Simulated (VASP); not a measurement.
# CoO (Fm-3m) in VASP: further runs, part 2 of 2

VASP 6.6.1. The steps go on from the part before.

### Step 4. Single point, LDA+U, collinear spin, ferromagnetic start (volume scaled by 1.04)

Contents of INCAR:

```
ALGO = Normal
EDIFF = 1E-6
ENCUT = 600
GGA = CA
GGA_COMPAT = F
ISIF = 2
ISMEAR = 0
ISPIN = 2
LASPH = T
LCHARG = F
LDAU = T
LDAUJ = 0 0
LDAUL = 2 -1
LDAUPRINT = 1
LDAUTYPE = 2
LDAUU = 3.3 0
LMAXMIX = 4
LORBIT = 11
LREAL = F
LWAVE = F
MAGMOM = 2.82 0.29
NBANDS = 22
NELM = 200
PREC = Accurate
SIGMA = 0.05
```

Contents of KPOINTS:

```
k-points
0
Gamma
  10 10 10
```

Contents of POSCAR:

```
CoO
1.0
    0.0000000000      2.1260379560      2.1260379560
    2.1260379560      0.0000000000      2.1260379560
    2.1260379560      2.1260379560      0.0000000000
Co O
1 1
Direct
    0.0000000000      0.0000000000      0.0000000000
    0.5000000000      0.5000000000      0.5000000000
```

Potentials or basis: VASP PAW LDA potentials, release 64 (Co_sv, O).

Run with:

```sh
> cat potpaw_LDA.64/Co_sv/POTCAR potpaw_LDA.64/O/POTCAR > POTCAR
> mpirun -np 1 vasp_std > vasp.out
```

OUTCAR:

```text
EDIFF = 1E-6
   ENCUT = 600
   GGA = CA
   ISIF = 2
   ISMEAR = 0
   ISPIN = 2
   LASPH = T
   LORBIT = 11
   LREAL = F
   NELM = 200
   PREC = Accurate

 ion  position               nearest neighbor table
   1  0.000  0.000  0.000-   2 2.13   2 2.13   2 2.13   2 2.13   2 2.13   2 2.13
   2  0.500  0.500  0.500-   1 2.13   1 2.13   1 2.13   1 2.13   1 2.13   1 2.13

  LATTYP: Found a face centered cubic cell.
 ALAT       =     4.2520759120

  Lattice vectors:

 A1 = (   0.0000000000,   2.1260379560,   2.1260379560)
 A2 = (   2.1260379560,   0.0000000000,   2.1260379560)
 A3 = (   2.1260379560,   2.1260379560,   0.0000000000)

Analysis of symmetry for initial positions (statically):
=====================================================================
 Subroutine PRICEL returns:
 Original cell was already a primitive cell.

 Routine SETGRP: Setting up the symmetry group for a
 face centered cubic supercell.

 Subroutine GETGRP returns: Found 48 space group operations
 (whereof 48 operations were pure point group operations)
 out of a pool of 48 trial point group operations.

The static configuration has the point symmetry O_h .

Analysis of symmetry for dynamics (positions and initial velocities):
=====================================================================
 Subroutine PRICEL returns:
 Original cell was already a primitive cell.

[... 190 lines left out ...]
  o =  0.9211  v =  1.0000  0.0000  0.0000  0.0000  0.0000  0.0000  0.0000  0.0000  0.0000  0.0000      0.0000  0.0000  0.0000  0.0000  0.0000  0.0000  0.0000  0.0000  0.0000  0.0000
  o =  0.9211  v =  0.0000 -0.9997 -0.0000 -0.0240  0.0000  0.0000  0.0000  0.0000  0.0000  0.0000      0.0000  0.0000  0.0000  0.0000  0.0000  0.0000  0.0000  0.0000  0.0000  0.0000
  o =  0.9211  v =  0.0000 -0.0240  0.0000  0.9997  0.0000  0.0000  0.0000  0.0000  0.0000  0.0000      0.0000  0.0000  0.0000  0.0000  0.0000  0.0000  0.0000  0.0000  0.0000  0.0000
  o =  0.9533  v =  0.0000  0.0000 -0.9981  0.0000  0.0611  0.0000  0.0000  0.0000  0.0000  0.0000      0.0000  0.0000  0.0000  0.0000  0.0000  0.0000  0.0000  0.0000  0.0000  0.0000
  o =  0.9533  v =  0.0000 -0.0000 -0.0611  0.0000 -0.9981  0.0000  0.0000  0.0000  0.0000  0.0000      0.0000  0.0000  0.0000  0.0000  0.0000  0.0000  0.0000  0.0000  0.0000  0.0000

 number of electron      22.9999980 magnetization       2.9998112

 Free energy of the ion-electron system (eV)
  ---------------------------------------------------
  ext. energy  EPLUGINS =         0.00000000
  ---------------------------------------------------
  free energy    TOTEN  =       -12.52613789 eV

  energy without entropy =      -12.52114521  energy(sigma->0) =      -12.52364155

 E-fermi :   8.3596     XC(G=0): -13.2313

 val. band max:        8.3546597394   @ k =  -0.4000   0.4000   0.0000
 cond. band min:       8.3663723483   @ k =  -0.2000   0.3000   0.1000
 fundamental gap:      0.0117126089
 Fermi energy:         8.3596248506

 spin component 1

 k-point     1 :       0.0000    0.0000    0.0000
  band No.  band energies     occupation
      1     -87.2967      1.00000
      2     -51.0951      1.00000
      3     -51.0951      1.00000
      4     -51.0951      1.00000
      5     -11.2681      1.00000
      6       3.9610      1.00000
[... 1193 lines left out ...]
     21      38.4865      0.00000
     22      39.6853      0.00000

 [... further k-points ...]
[... 5 lines left out ...]
  --------------------------------------------------------------------------------------
  -------------------------------------------------------------------------------------
  Total       -2.1625286     -2.1625286     -2.1625286      0.0000000     -0.0000000      0.0000000
  in kB     -180.2724702   -180.2724702   -180.2724702      0.0000000     -0.0000000      0.0000000
  external PRESSURE =    -180.2724702 kB  Pullay stress =       0.0000000 kB

 VOLUME and BASIS-vectors are now :
 -----------------------------------------------------------------------------
  energy-cutoff  :      600.00
  volume of cell :       19.22
      direct lattice vectors                 reciprocal lattice vectors
     0.000000000  2.126037956  2.126037956    -0.235179244  0.235179244  0.235179244
     2.126037956  0.000000000  2.126037956     0.235179244 -0.235179244  0.235179244
     2.126037956  2.126037956  0.000000000     0.235179244  0.235179244 -0.235179244

 POSITION                                       TOTAL-FORCE (eV/Angst)
 -----------------------------------------------------------------------------------
      0.00000      0.00000      0.00000        -0.000000      0.000000     -0.000000
      2.12604      2.12604      2.12604         0.000000      0.000000      0.000000
 -----------------------------------------------------------------------------------
    total drift:                                0.000000     -0.000000     -0.000000

  FREE ENERGIE OF THE ION-ELECTRON SYSTEM (eV)
  ---------------------------------------------------
  free  energy   TOTEN  =       -12.5261378884 eV

  energy  without entropy=      -12.5211452134  energy(sigma->0) =      -12.52364155

 total charge

# of ion       s       p       d       tot
------------------------------------------
    1        2.148   6.064   6.679  14.891
    2        1.536   3.429   0.000   4.964
--------------------------------------------------
tot          3.683   9.493   6.679  19.856

 magnetization (x)

# of ion       s       p       d       tot
------------------------------------------
    1        0.013   0.010   2.630   2.652
    2        0.027   0.248   0.000   0.274
--------------------------------------------------
tot          0.039   0.258   2.630   2.927
```

stdout:

```text
POSCAR found type information on POSCAR CoO
 POSCAR found :  2 types and       2 ions
 scaLAPACK will be used
 LDA part: xc-table for (Slater(with rela. corr.)+CA(PZ))
 , standard interpolation
 POSCAR, INCAR and KPOINTS ok, starting setup
 FFT: planning ... GRIDC
 FFT: planning ... GRID_SOFT
 FFT: planning ... GRID
 WAVECAR not read
 entering main loop
```

Run time: 61 s. Hardware: 1 thread of AMD EPYC 7R43 (Zen 3), shared host; peak memory 0.12 GiB.

What came out:

* Free energy: -12.5261 eV
* Pressure: -18.0 GPa
* Band gap on the k mesh: zero (filled and empty bands overlap)
* Net moment: 3.00 μB per cell
* Site moments: Co +2.65; O +0.27 μB
* Valence electrons inside the program's atomic spheres: Co 14.89; O 4.96

Eigenvalues of the final occupation matrices:
| site | spin | trace | eigenvalues |
| --- | --- | --- | --- |
| site 1 d | 1 | 4.67 | 0.92 0.92 0.92 0.95 0.95 |
| site 1 d | 2 | 2.04 | 0.12 0.12 0.60 0.60 0.60 |

Caveat: a cell with one magnetic atom can't hold antiferromagnetic order, which such compounds often take. The state reached can hang on the start; a lower one may exist.

### Step 5. Summary

```tsv
level	potentials or basis	cell	k mesh	gap on the mesh (eV)	pressure (GPa)	moment (μB)
RPBE+D4+U	VASP PAW PBE potentials, release 64 (Co_sv, O)	a = 3.014 Å, angles 60.0°, 2 atoms	10 × 10 × 10	none	-3.8	3.00
PBE+U	VASP PAW PBE potentials, release 64 (Co_sv, O)	a = 3.014 Å, angles 60.0°, 2 atoms	6 × 6 × 6	none	-2.9	3.00
LDA+U	VASP PAW LDA potentials, release 64 (Co_sv, O)	a = 3.007 Å, angles 60.0°, 2 atoms	10 × 10 × 10	none	-18.0	3.00
```

Alike in all rows: task single point; spin collinear, ferromagnetic start; Co d U = 3.3 eV; cutoff (eV) 600; smearing gaussian 0.05 eV.

Caveats: some runs use coarse meshes; a cell with one magnetic atom can't hold antiferromagnetic order, which such compounds often take; the PAW data sets were made with another functional, which shifts forces and pressure a little (some runs); pairwise dispersion overbinds metals, which lowers pressure and volume (some runs).

Absolute energies hang on the potentials; compare differences alone.
